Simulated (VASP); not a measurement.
Write the native input for VASP 6.6.1 that does the following.

```yaml
Task: single point
Functional: LDA
Potentials_or_basis: VASP PAW LDA potentials, release 64 (O, H, C, N)
Cutoff: 520 eV
k_mesh: 1 × 1 × 1
Occupations: fermi-dirac, width 0.02 eV
Spin: no spin polarisation
Dipole_correction: no
Further_INCAR_settings: LREAL = Auto; ALGO = Normal; EDIFF = 1e-07; NBANDS = 39
```

The structure of H11C2NO4 lies in POSCAR:

```
H11C2NO4
1.0
    5.9154820000      0.0000000000      0.0000000000
    0.0000000000      5.9154820000      0.0000000000
    0.0000000000      0.0000000000      5.9154820000
O H C N
4 11 2 1
Direct
    0.3778390332      0.1722260333      0.0830363443
    0.5884389472      0.7783304894      0.2000682277
    0.5318247947      0.9399065030      0.7395677985
    0.2314435240      0.7620004591      0.4629546671
    0.4514425029      0.3167958249      0.0883613542
    0.4409953407      0.0974899425     -0.0595724913
    0.5444019608      0.9374045936      0.2083684812
    0.7014643946      0.7408863724      0.3088505721
    0.4026383649      0.8712054233      0.6546550222
    0.6024361159      0.8209812827      0.8223336661
    0.3420177764      0.7275653953      0.3318918053
    0.0856396824      0.6908819941      0.4555165581
    0.1740855606      0.2232446992      0.5238964466
    0.1280199990      0.2175308791      0.8133234113
   -0.0704084638      0.0770520475      0.6067468382
    0.0309188668      0.2237518430      0.6486031062
   -0.0881415918      0.4204391121      0.6088261278
   -0.1831127201      0.5937808618      0.5806120279
```

These files were run (other wordings do the same):

INCAR

```
SYSTEM = H11C2NO4
PREC = Accurate
ENCUT = 520
EDIFF = 1E-7
ISMEAR = -1
SIGMA = 0.02
LREAL = Auto
LASPH = .TRUE.
NELM = 60
ALGO = Normal
ISIF = 2
LWAVE = .FALSE.
LCHARG = .TRUE.
LELF = .TRUE.
LVHAR = .TRUE.
NBANDS = 39
```

KPOINTS

```
Automatic mesh
0
G
  1 1 1
  0 0 0
```

Potentials or basis: VASP PAW LDA potentials, release 64 (O, H, C, N).

Launch:

```console
$ cat potpaw_LDA.64/O/POTCAR potpaw_LDA.64/H/POTCAR potpaw_LDA.64/C/POTCAR potpaw_LDA.64/N/POTCAR > POTCAR
$ mpirun -np 1 vasp_gam > vasp.out
```

It gave:

| Quantity | Value |
| --- | --- |
| Pressure | 0.3 GPa |
| Largest force | 3.159 eV/Å |

Caveat: the k points lie up to 1.06 Å⁻¹ apart, too coarse for converged energies, forces and pressures; the atoms stand as in a frame of molecular dynamics.

It took 45 s on 1 thread of Intel Xeon 8259CL, on a shared host, peak memory 0.25 GiB.
